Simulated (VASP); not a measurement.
A run of VASP 6.6.1 is set up as follows.

Contents of INCAR:

```
  PREC = Accurate
  ENCUT = 520
  EDIFF = 1E-7
  ISMEAR = -1
  SIGMA = 0.08
  LREAL = False
  LASPH = True
  NELM = 60
  ALGO = Normal
  ISIF = 2
  LWAVE = False
  LCHARG = False
  GGA = PE
  NBANDS = 12
```

The input KPOINTS:

```
Automatic mesh
0
Gamma
  21 21 21
```

File POSCAR:

```
Cr
1.0
   -1.3491414698      1.3491414698      1.3491414698
    1.3491414698     -1.3491414698      1.3491414698
    1.3491414698      1.3491414698     -1.3491414698
Cr
1
Direct
    0.0000000000      0.0000000000      0.0000000000
```

Potentials or basis: VASP PAW PBE potentials, release 64 (Cr_pv).

Run with:

```console
$ cat potpaw_PBE.64/Cr_pv/POTCAR > POTCAR
$ mpirun -np 1 vasp_std > vasp.out
```

Question: Predict the band gap on the k mesh.

Answer: Zero (band 6 reaches 16.45 eV, above the bottom of band 7 at 12.32 eV).

Question: Estimate the pressure.

Answer: 58.3 GPa.

Caveat: the run has no spin polarisation, though such a crystal can be magnetic. Spin polarisation is off, so any magnetic state and its effect on volume and gap are missing.
